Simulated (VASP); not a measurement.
# BH8C2N (P-1) in VASP: single point with LDA

Aim: the single point of BH8C2N with LDA.

All numbers are computed with VASP 6.6.1; they aren't measurements. Logs are shortened: lines on timing, memory, paths and dates and some standing lists are left out, and cuts for length are marked.

### 1 The cell of the first run

The typed cell holds 24 atoms: a = 5.455 Å, b = 5.688 Å, c = 5.932 Å, α = 81.37°, β = 82.09°, γ = 66.77°.

### 2 Single point, LDA

Contents of INCAR:

```
SYSTEM = BH8C2N
PREC = Accurate
ENCUT = 520
EDIFF = 1E-6
ISMEAR = 0
SIGMA = 0.02
LREAL = Auto
LASPH = .TRUE.
NELM = 80
ALGO = Normal
ISIF = 2
LWAVE = .FALSE.
LCHARG = .TRUE.
LELF = .TRUE.
LVHAR = .TRUE.
NBANDS = 42
```

Contents of KPOINTS:

```
regular mesh
0
G
  4 4 4
  0 0 0
```

Contents of POSCAR:

```
BH8C2N
1.0
    5.4552973951     -0.0290542382     -0.0171819839
    2.2713237031      5.2143767765     -0.0422511928
    0.8383479850      0.6525690400      5.8357572886
B H C N
2 16 4 2
Direct
    0.4787011414      0.8624244812      0.9059979092
    0.5212988586      0.1375755188      0.0940020908
    0.6542416143      0.1357534826      0.4981177114
    0.3457583857      0.8642465174      0.5018822886
    0.8801486214      0.0219578766      0.7210723991
    0.1198513786      0.9780421234      0.2789276009
    0.6901978681      0.3593883307      0.6626388411
    0.3098021319      0.6406116693      0.3373611589
    0.2132645835      0.5308770783      0.7671054496
    0.7867354165      0.4691229217      0.2328945504
    0.0514608885      0.3150713086      0.8883591424
    0.9485391115      0.6849286914      0.1116408576
    0.1845841553      0.3095863517      0.5944729417
    0.8154158447      0.6904136483      0.4055270583
    0.2629521723      0.8505838912      0.8912536362
    0.7370478277      0.1494161088      0.1087463638
    0.6664655545      0.7040703818      0.8048852314
    0.3335344455      0.2959296182      0.1951147686
    0.6861282525      0.1657113261      0.6700015966
    0.3138717475      0.8342886739      0.3299984034
    0.2157804637      0.3355143217      0.7679747947
    0.7842195363      0.6644856783      0.2320252053
    0.4714336124      0.1443019686      0.8363508390
    0.5285663876      0.8556980314      0.1636491610
```

Potentials or basis: VASP PAW LDA potentials, release 64 (B, H, C, N).

On the command line:

```bash
$ cat potpaw_LDA.64/B/POTCAR potpaw_LDA.64/H/POTCAR potpaw_LDA.64/C/POTCAR potpaw_LDA.64/N/POTCAR > POTCAR
$ mpirun -np 1 vasp_std > vasp.out
```

OUTCAR:

```text
SYSTEM = BH8C2N
   PREC = Accurate
   ENCUT = 520
   EDIFF = 1E-6
   ISMEAR = 0
   LREAL = Auto
   LASPH = .TRUE.
   NELM = 80
   ISIF = 2

 ion  position               nearest neighbor table
   1  0.479  0.862  0.906-  17 1.22  15 1.22  23 1.58  24 1.58   2 2.15
   2  0.521  0.138  0.094-  18 1.22  16 1.22  24 1.58  23 1.58   1 2.15
   3  0.654  0.136  0.498-  19 1.11
   4  0.346  0.864  0.502-  20 1.11
   5  0.880  0.022  0.721-  19 1.10
   6  0.120  0.978  0.279-  20 1.10
   7  0.690  0.359  0.663-  19 1.10
   8  0.310  0.641  0.337-  20 1.10
[... 8 lines left out ...]
  17  0.666  0.704  0.805-   1 1.22
  18  0.334  0.296  0.195-   2 1.22
  19  0.686  0.166  0.670-   5 1.10   7 1.10   3 1.11  23 1.46
  20  0.314  0.834  0.330-   6 1.10   8 1.10   4 1.11  24 1.46
  21  0.216  0.336  0.768-  11 1.10   9 1.11  13 1.11  23 1.46
  22  0.784  0.664  0.232-  12 1.10  10 1.11  14 1.11  24 1.46
  23  0.471  0.144  0.836-  19 1.46  21 1.46   1 1.58   2 1.58
  24  0.529  0.856  0.164-  20 1.46  22 1.46   2 1.58   1 1.58

  LATTYP: Found a triclinic cell.
 ALAT       =    11.3984533642
 B/A-ratio  =     1.0982911244
 C/A-ratio  =     0.4786089522
 COS(alpha) =     0.0121129497
 COS(beta)  =     0.6887499658
 COS(gamma) =     0.7009830700

  Lattice vectors:

 A1 = (  -7.8009231021,   5.9250542929,   5.8278700636)
 A2 = (  -0.0743020039,  11.1103768312,   5.7684368869)
 A3 = (  -5.4552973951,   0.0290542382,   0.0171819839)

Analysis of symmetry for initial positions (statically):
=====================================================================
 Subroutine PRICEL returns:
 Original cell was already a primitive cell.

 Routine SETGRP: Setting up the symmetry group for a
 triclinic supercell.

 Subroutine GETGRP returns: Found  2 space group operations
 (whereof  2 operations were pure point group operations)
 out of a pool of  2 trial point group operations.

The static configuration has the point symmetry S_2 .

Analysis of symmetry for dynamics (positions and initial velocities):
=====================================================================
 Subroutine PRICEL returns:
 Original cell was already a primitive cell.

 Routine SETGRP: Setting up the symmetry group for a
 triclinic supercell.

 Subroutine GETGRP returns: Found  2 space group operations
 (whereof  2 operations were pure point group operations)
 out of a pool of  2 trial point group operations.

The dynamic configuration has the point symmetry S_2 .

 Subroutine INISYM returns: Found  2 space group operations
 (whereof  2 operations are pure point group operations),
 and found     1 'primitive' translations

----------------------------------------------------------------------------------------

                                     Primitive cell

  volume of cell :     166.5900

  direct lattice vectors                    reciprocal lattice vectors
     5.455297395 -0.029054238 -0.017181984     0.182828547 -0.079778585 -0.017343578
     2.271323703  5.214376776 -0.042251193     0.000950483  0.191189114 -0.021515791
     0.838347985  0.652569040  5.835757289     0.000545176  0.001149330  0.171150527

  length of vectors
     5.455401822  5.687743111  5.931672347     0.200229119  0.192398311  0.171155254

  position of ions in fractional coordinates (direct lattice)
     0.478701141  0.862424481  0.905997909
     0.521298859  0.137575519  0.094002091
     0.654241614  0.135753483  0.498117711
     0.345758386  0.864246517  0.501882289
     0.880148621  0.021957877  0.721072399
     0.119851379  0.978042123  0.278927601
[... 16 lines left out ...]
     0.471433612  0.144301969  0.836350839
     0.528566388  0.855698031  0.163649161

  ion indices of the primitive-cell ions
   primitive index   ion index
                 1           1
                 2           2
                 3           3
                 4           4
                 5           5
                 6           6
[... 16 lines left out ...]
                23          23
                24          24

----------------------------------------------------------------------------------------

 KPOINTS: regular mesh

Automatic generation of k-mesh.
 Grid dimensions read from file:
 generate k-points for:    4    4    4

 Generating k-lattice:

  Cartesian coordinates                     Fractional coordinates (reciprocal lattice)
     0.045707137 -0.019944646 -0.004335894     0.250000000 -0.000000000  0.000000000
     0.000237621  0.047797279 -0.005378948     0.000000000  0.250000000  0.000000000
     0.000136294  0.000287333  0.042787632     0.000000000 -0.000000000  0.250000000

  Length of vectors
     0.050057280  0.048099578  0.042788814

  Shift w.r.t. Gamma in fractional coordinates (k-lattice)
     0.000000000  0.000000000  0.000000000

 Subroutine IBZKPT returns following result:
 ===========================================

 Found     36 irreducible k-points:

 Following reciprocal coordinates:
            Coordinates               Weight
  0.000000  0.000000  0.000000      1.000000
  0.250000 -0.000000 -0.000000      2.000000
  0.500000 -0.000000 -0.000000      1.000000
  0.000000  0.250000  0.000000      2.000000
  0.250000  0.250000 -0.000000      2.000000
  0.500000  0.250000  0.000000      2.000000
[... 16 lines left out ...]
  0.000000 -0.250000  0.250000      2.000000
  0.250000 -0.250000  0.250000      2.000000
 [... further k-points ...]
   k-points           NKPTS =     36   k-points in BZ     NKDIM =     36   number of bands    NBANDS=     42
   number of dos      NEDOS =    301   number of ions     NIONS =     24
   total plane-waves  NPLWV =  84672
   dimension x,y,z NGX =    42 NGY =   42 NGZ =   48
   dimension x,y,z NGXF=    84 NGYF=   84 NGZF=   96
   ions per type =               2  16   4   2
   NGX,Y,Z   is equivalent  to a cutoff of  12.80, 12.28, 13.45 a.u.
   NGXF,Y,Z  is equivalent  to a cutoff of  25.60, 24.55, 26.91 a.u.
 SYSTEM =  BH8C2N
   PREC   = accura    normal or accurate (medium, high low for compatibility)
   ISTART =      0    job   : 0-new  1-cont  2-samecut
   ICHARG =      2    charge: 1-file 2-atom 10-const
   ISPIN  =      1    spin polarized calculation?
   LNONCOLLINEAR =      F non collinear calculations
   LSORBIT =      F    spin-orbit coupling
   LASPH  =      T    aspherical Exc in radial PAW
   ENCUT  =  520.0 eV  38.22 Ry    6.18 a.u.  10.14 10.58 11.03*2*pi/ulx,y,z
   NELM   =     80;   NELMIN=  2; NELMDL= -5     # of ELM steps
   EDIFF  = 0.1E-05   stopping-criterion for ELM
   LREAL  =      T    real-space projection
   EDIFFG = 0.1E-04   stopping-criterion for IOM
   NSW    =      0    number of steps for IOM
   IBRION =     -1    ionic relax: 0-MD 1-quasi-New 2-CG
   NFREE  =      0    steps in history (QN), initial steepest desc. (CG)
   ISIF   =      2    stress and relaxation
   ISYM   =      2    0-nonsym 1-usesym 2-fastsym
   POTIM  = 0.5000    time-step for ionic-motion
   TEBEG  =    0.0;   TEEND  =   0.0 temperature during run
   PSTRESS=    0.0 pullay stress
   NELECT =      48.0000    total number of electrons
   NUPDOWN=      -1.0000    fix difference up-down
   EMIN   =  10.00;   EMAX   =-10.00  energy-range for DOS
   EFERMI =   0.00;   METHOD = LEGACY
   ISMEAR =     0;   SIGMA  =   0.02  broadening in eV -4-tet -1-fermi 0-gaus
   EFERMI_NEDOS =   21; number of points for ismear=-14 and -15
   IALGO  =     38    algorithm
   IMIX   =      4    mixing-type and parameters
     AMIX     =   0.40;   BMIX     =  1.00
     AMIX_MAG =   1.60;   BMIX_MAG =  1.00
  volume/ion in A,a.u.               =       6.94        46.84
  Fermi-wavevector in a.u.,A,eV,Ry     =   1.081282  2.043326 15.907531  1.169171
  Thomas-Fermi vector in A             =   2.217294
   LORBIT       =      0    0 simple, 1 ext, 2 COOP (PROOUT), +10 PAW based schemes
   GGA     = CA    functional components
   LHFCALC =     F    Hartree Fock is set to
   AEXX    =    0.0000 exact exchange contribution
   IVDW    =     0    specifies the selected vdW correction
   LEPSILON=     F    determine dielectric tensor
   LRPA    =     F    only Hartree local field effects (RPA)
 non-spin polarized calculation
 Gauss-broadening in eV      SIGMA  =   0.02
  energy-cutoff  :      520.00
  volume of cell :      166.59
 maximum number of plane-waves:      4504
 NGX is ok and might be reduce to    42
   NGX = 21   NGY = 21   NGZ = 23

 number of electron      48.0000001 magnetization

 Free energy of the ion-electron system (eV)
  ---------------------------------------------------
  ext. energy  EPLUGINS =         0.00000000
  ---------------------------------------------------
  free energy    TOTEN  =      -133.92065636 eV

  energy without entropy =     -133.92065636  energy(sigma->0) =     -133.92065636

 E-fermi :  -0.5659     XC(G=0):  -9.0470

 val. band max:       -0.7166118243   @ k =   0.0000   0.0000   0.0000
 cond. band min:       4.2228237607   @ k =   0.2500   0.5000   0.5000
 fundamental gap:      4.9394355850
 Fermi energy:        -0.5659126381

 k-point     1 :       0.0000    0.0000    0.0000
  band No.  band energies     occupation
      1     -18.9272      2.00000
      2     -17.8708      2.00000
      3     -12.5803      2.00000
      4     -12.3847      2.00000
      5     -12.1956      2.00000
      6      -9.9603      2.00000
[... 28 lines left out ...]
     35       8.2677      0.00000
     36       8.8406      0.00000

 k-point     2 :       0.2500   -0.0000   -0.0000
  band No.  band energies     occupation
      1     -18.9120      2.00000
      2     -17.8686      2.00000
      3     -12.8569      2.00000
      4     -12.3989      2.00000
      5     -12.0482      2.00000
      6      -9.9630      2.00000
[... 28 lines left out ...]
     35       8.4825      0.00000
     36       8.8032      0.00000
[... 817 lines left out ...]
     35       8.3701      0.00000
     36       8.9899      0.00000

 k-point    24 :       0.2500   -0.2500    0.2500
  band No.  band energies     occupation
      1     -18.8792      2.00000
      2     -17.9106      2.00000
      3     -12.7614      2.00000
      4     -12.5168      2.00000
      5     -11.8996      2.00000
      6     -10.3179      2.00000
[... 28 lines left out ...]
     35       8.8301      0.00000
     36       9.1861      0.00000

 [... further k-points ...]

 [bands above 36 left out]

------------------------ aborting loop because EDIFF is reached ----------------------------------------

  FORCE on cell =-STRESS in cart. coord.  units (eV):
  Direction    XX          YY          ZZ          XY          YZ          ZX
  --------------------------------------------------------------------------------------
  -------------------------------------------------------------------------------------
  Total        0.2523324      0.1598946      0.2040011     -0.0829560     -0.0524809     -0.0530145
  in kB        2.4268042      1.5377843      1.9619778     -0.7978288     -0.5047343     -0.5098663
  external PRESSURE =       1.9755221 kB  Pullay stress =       0.0000000 kB

 VOLUME and BASIS-vectors are now :
 -----------------------------------------------------------------------------
  energy-cutoff  :      520.00
  volume of cell :      166.59
      direct lattice vectors                 reciprocal lattice vectors
     5.455297395 -0.029054238 -0.017181984     0.182828547 -0.079778585 -0.017343578
     2.271323703  5.214376776 -0.042251193     0.000950483  0.191189114 -0.021515791
     0.838347985  0.652569040  5.835757289     0.000545176  0.001149330  0.171150527

 POSITION                                       TOTAL-FORCE (eV/Angst)
 -----------------------------------------------------------------------------------
      5.32984      5.07432      5.24252        -0.010484     -0.014463     -0.009915
      3.23513      0.76357      0.53380         0.010484      0.014463      0.009915
      4.29502      1.01392      2.88992        -0.013553     -0.010808     -0.043116
      4.26995      4.82397      2.88641         0.013553      0.010808      0.043116
      5.45586      0.55947      4.19195         0.034891     -0.029861      0.010137
      3.10911      5.27842      1.58437        -0.034891      0.029861     -0.010137
[... 16 lines left out ...]
      3.60072      1.28452      4.86654        -0.000712     -0.036573      0.050061
      4.96425      4.55337      0.90978         0.000712      0.036573     -0.050061
 -----------------------------------------------------------------------------------
    total drift:                               -0.000000     -0.000000     -0.000000

  FREE ENERGIE OF THE ION-ELECTRON SYSTEM (eV)
  ---------------------------------------------------
  free  energy   TOTEN  =      -133.9206563578 eV

  energy  without entropy=     -133.9206563578  energy(sigma->0) =     -133.92065636
```

It took 4.9 min on 1 thread of AMD EPYC 9R45 (Zen 5), shared host; peak memory 0.29 GiB.

What came out:

```yaml
Free_energy: -133.9207 eV
Pressure: 0.2 GPa
Largest_force: 0.062 eV/Å
Band_gap_on_the_k_mesh: 4.94 eV, indirect (least direct gap 5.72 eV)
```

Forces in eV/Å, atoms in the order of the input:
```
B   -0.010 -0.014 -0.010
B    0.010  0.014  0.010
H   -0.014 -0.011 -0.043
H    0.014  0.011  0.043
H    0.035 -0.030  0.010
H   -0.035  0.030 -0.010
H    0.021  0.042 -0.004
H   -0.021 -0.042  0.004
H    0.016  0.045 -0.001
H   -0.016 -0.045  0.001
H   -0.036  0.001  0.027
H    0.036 -0.001 -0.027
H   -0.018 -0.009 -0.043
H    0.018  0.009  0.043
H   -0.015 -0.002 -0.001
H    0.015  0.002  0.001
H    0.006 -0.012 -0.008
H   -0.006  0.012  0.008
C    0.031  0.000 -0.031
C   -0.031  0.000  0.031
C   -0.038  0.030 -0.010
C    0.038 -0.030  0.010
N   -0.001 -0.037  0.050
N    0.001  0.037 -0.050
```

Stress tensor (GPa, compression positive):
```
 0.24 -0.08 -0.05
-0.08  0.15 -0.05
-0.05 -0.05  0.20
```

Levels at points of the mesh, in eV from the valence-band top:
```csv
k point,band 20,band 21,band 22,band 23,band 24,band 25,band 26,band 27,band 28,band 29
"(0.00, 0.00, 0.00)",-2.08,-1.78,-1.59,-1.36,0.00,5.72,6.25,6.40,6.70,7.36
"(0.50, 0.00, 0.00)",-2.13,-1.89,-1.61,-1.55,-0.30,5.96,6.36,6.57,6.64,7.06
"(0.00, 0.50, 0.00)",-2.72,-1.70,-1.46,-1.16,-0.68,5.61,5.82,6.46,6.71,7.10
"(0.50, 0.50, 0.00)",-2.58,-1.88,-1.28,-1.11,-0.69,5.79,5.98,6.50,6.75,6.96
"(0.00, 0.00, 0.50)",-2.74,-1.78,-1.48,-1.19,-0.57,5.76,5.98,6.23,6.48,7.01
"(0.50, 0.00, 0.50)",-2.67,-1.96,-1.45,-1.23,-0.79,5.73,6.09,6.53,6.67,6.96
"(0.00, 0.50, 0.50)",-2.17,-1.75,-1.33,-1.32,-1.00,4.94,4.99,6.02,6.82,7.41
"(0.50, 0.50, 0.50)",-2.29,-1.94,-1.33,-1.06,-1.06,4.95,5.49,6.14,6.56,6.87
```

A k mesh can miss the band edges.
